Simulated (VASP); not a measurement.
# CdB15N15 (a cell with a defect) in VASP: a series of runs, part 2 of 3

VASP 6.6.1.

## Step 3: Single point, PBE

INCAR reads:

```
SYSTEM = CdB15N15
PREC     = Accurate       ! precision mode
ENCUT    = 520            ! plane-wave cutoff, eV
EDIFF    = 1E-6           ! SCF threshold, eV
ISMEAR   = -1             ! smearing method
SIGMA    = 0.01           ! smearing width, eV
LREAL    = Auto         
LASPH    = .True.         ! aspherical terms in the spheres
NELM     = 120            ! most SCF steps
ALGO     = Normal         ! electronic algorithm
ISIF     = 2              ! what is computed and relaxed
LWAVE    = .False.        ! write WAVECAR
LCHARG   = .False.        ! write CHGCAR
GGA      = PE             ! functional
NBANDS   = 87             ! bands
NELECT   = 130.0        
GGA_COMPAT= .False.
```

KPOINTS reads:

```
regular mesh
0
Gamma
  1 1 1
  0 0 0
```

POSCAR reads:

```
CdB15N15
1.0
   -3.6241103844      3.6241103844     -3.6241103844
    3.6241103844      3.6241103844      3.6241103844
    3.6241103844     -3.6241103844     -3.6241103844
B Cd N
15 1 15
Direct
   -0.0024069633     -0.0015671270     -0.0293085998
    0.0012632484      0.2548035170      0.7548172512
    0.0011028264      0.5048663826      0.5045355042
   -0.0024340141      0.7209138025      0.2481162157
    0.2543332425      0.0018421013      0.7549654257
    0.2542522457      0.5053450917      0.2516076086
    0.2503501825      0.7506951170      0.0003697097
    0.5047117385      0.0020448867      0.5048690121
    0.5045221678      0.2551236672      0.2516422202
    0.5036539174      0.5043186987      0.0040998185
    0.5037475099      0.7543327517      0.7540340743
    0.7205936151     -0.0017292084      0.2480441633
    0.7498571369      0.2509108633      0.0003931362
    0.7538121046      0.5045148731      0.7543602812
    0.7498883174      0.7506067698      0.5006727363
    0.1376002857      0.1379571546      0.3877000003
    0.0001251323      0.2533949143      0.0041760962
    0.0062963971      0.5037728055      0.7535414664
    0.0002470420      0.7542787452      0.5031353324
    0.2527765939      0.0008883462      0.0041764056
    0.2543531679      0.2548652673      0.7865047411
    0.2544117778      0.5368011090      0.5045030169
    0.2526636968      0.7546678707      0.2504908700
    0.5031908473      0.0067594096      0.7536493462
    0.5366340515      0.2552826078      0.5050897846
    0.5031256356      0.5039561175      0.2565054176
    0.5020710079      0.7520327252      0.0017526760
    0.7538722251      0.0008680685      0.5031722284
    0.7536757082      0.2534607433      0.2507262834
    0.7514647601      0.5027122275      0.0019190627
    0.7515071669      0.7521560224      0.7525193483
```

Potentials or basis: VASP PAW PBE potentials, release 64 (B, Cd, N).

Started as:

```bash
$ cat potpaw_PBE.64/B/POTCAR potpaw_PBE.64/Cd/POTCAR potpaw_PBE.64/N/POTCAR > POTCAR
$ mpirun -np 1 vasp_gam > vasp.out
```

OUTCAR:

```text
SYSTEM = CdB15N15
   PREC = Accurate
   ENCUT = 520
   EDIFF = 1E-6
   ISMEAR = -1
   LREAL = Auto
   LASPH = .True.
   NELM = 120
   ISIF = 2
   GGA = PE
   NELECT = 130.0

 ion  position               nearest neighbor table
   1  0.998  0.998  0.971-  31 1.50  17 1.54  20 1.54  16 2.19
   2  0.001  0.255  0.755-  21 1.53  18 1.56  17 1.57  28 1.58  16 2.68
   3  0.001  0.505  0.505-  22 1.53  18 1.55  19 1.57  29 1.58  16 2.68
   4  0.998  0.721  0.248-  30 1.50  19 1.54  23 1.54  16 2.19
   5  0.254  0.002  0.755-  21 1.53  24 1.55  20 1.57  19 1.58  16 2.68
   6  0.254  0.505  0.252-  22 1.53  26 1.56  23 1.57  17 1.58  16 2.68
   7  0.250  0.751  0.000-  18 1.54  23 1.56  20 1.56  27 1.57
[... 338 lines left out ...]
  in kB      -14.7953572    -14.1945247    -14.1268697    -23.1948489     24.5053021     23.0757845
  external PRESSURE =     -14.3722505 kB  Pullay stress =       0.0000000 kB

 VOLUME and BASIS-vectors are now :
 -----------------------------------------------------------------------------
  energy-cutoff  :      520.00
  volume of cell :      190.40
      direct lattice vectors                 reciprocal lattice vectors
    -3.624110384  3.624110384 -3.624110384     0.000000000  0.137964893 -0.137964893
     3.624110384  3.624110384  3.624110384     0.137964893  0.137964893  0.000000000
     3.624110384 -3.624110384 -3.624110384     0.137964893  0.000000000 -0.137964893

 POSITION                                       TOTAL-FORCE (eV/Angst)
 -----------------------------------------------------------------------------------
      3.52094      3.71593     -3.51485        -0.286606      0.096765      0.260002
      3.65440     -1.80753     -1.81668         0.125610     -0.119046      0.187695
      3.65419      0.00520     -0.00280         0.124973     -0.156798      0.113099
     -0.10342      5.32876     -1.90182        -0.277733     -0.259902     -0.098723
      1.82102     -1.80767     -3.65113        -0.182182     -0.121248     -0.094207
      1.82184      1.84101     -0.00187        -0.185799      0.102139      0.121175
[... 23 lines left out ...]
     -0.89455      4.53832     -0.90846         0.031066      0.026919     -0.308055
      2.72956      2.72223     -2.72486         0.022112      0.312833     -0.030766
 -----------------------------------------------------------------------------------
    total drift:                               -0.021544     -0.011987      0.011565

  FREE ENERGIE OF THE ION-ELECTRON SYSTEM (eV)
  ---------------------------------------------------
  free  energy   TOTEN  =      -267.7361660401 eV

  energy  without entropy=     -267.7084423786  energy(sigma->0) =     -267.72230421
```

OSZICAR:

```text
N       E                     dE             d eps       ncg     rms          rms(c)
DAV:   1     0.115607450980E+04    0.11561E+04   -0.79632E+04   174   0.156E+03
DAV:   2    -0.182013511617E+03   -0.13381E+04   -0.12334E+04   213   0.420E+02
DAV:   3    -0.282747840794E+03   -0.10073E+03   -0.99591E+02   212   0.124E+02
[... 12 lines left out ...]
DAV:  16    -0.267736370176E+03    0.54984E-04   -0.15011E-02   220   0.138E-01    0.425E-01
DAV:  17    -0.267736214834E+03    0.15534E-03   -0.69154E-03   220   0.972E-02    0.239E-01
DAV:  18    -0.267736155702E+03    0.59132E-04   -0.71394E-04   212   0.531E-02    0.444E-02
DAV:  19    -0.267736165230E+03   -0.95282E-05   -0.89252E-05   212   0.184E-02    0.297E-02
DAV:  20    -0.267736166040E+03   -0.81031E-06   -0.63531E-06   164   0.845E-03
   1 F= -.26773617E+03 E0= -.26772230E+03  d E =-.277237E-01
```

It took 2.4 min on 1 thread of Intel Xeon 8259CL, shared host; peak memory 0.32 GiB.

What came out:

* Free energy: -267.7362 eV
* Largest force: 0.487 eV/Å

Forces on the atoms (eV/Å):
```
B   -0.287  0.097  0.260
B    0.126 -0.119  0.188
B    0.125 -0.157  0.113
B   -0.278 -0.260 -0.099
B   -0.182 -0.121 -0.094
B   -0.186  0.102  0.121
B   -0.275  0.071 -0.071
B   -0.117 -0.177 -0.090
B   -0.108  0.089  0.156
B   -0.181 -0.209  0.190
B   -0.173 -0.198  0.221
B    0.093 -0.280  0.283
B    0.068  0.076  0.266
B   -0.223 -0.175  0.190
B    0.063 -0.263 -0.083
Cd  -0.036 -0.056  0.058
N    0.047 -0.042 -0.230
N   -0.101  0.067 -0.071
N    0.064  0.230  0.065
N    0.256 -0.073 -0.038
N    0.153  0.430 -0.163
N    0.172  0.138 -0.434
N    0.238  0.032  0.036
N    0.066  0.092  0.116
N    0.406  0.156 -0.136
N    0.068 -0.118 -0.090
N    0.325  0.032 -0.030
N   -0.072  0.234 -0.049
N   -0.103  0.061 -0.245
N    0.031  0.027 -0.308
N    0.022  0.313 -0.031
```

Levels at points of the mesh, in eV from the Fermi level:
| k point | band 61 | band 62 | band 63 | band 64 | band 65 | band 66 | band 67 | band 68 | band 69 | band 70 |
| --- | --- | --- | --- | --- | --- | --- | --- | --- | --- | --- |
| (0.00, 0.00, 0.00) | -1.11 | -0.80 | -0.79 | -0.19 | 0.00 | 0.00 | 5.01 | 5.01 | 5.16 | 5.16 |

Caveat: the k points lie up to 1.23 Å⁻¹ apart; the cell carries a net charge on a neutralising background, which shifts energy and pressure; the cell is charged against a uniform background, so pressure and absolute levels hang on convention.

(Part 2 of 3 ends here.)
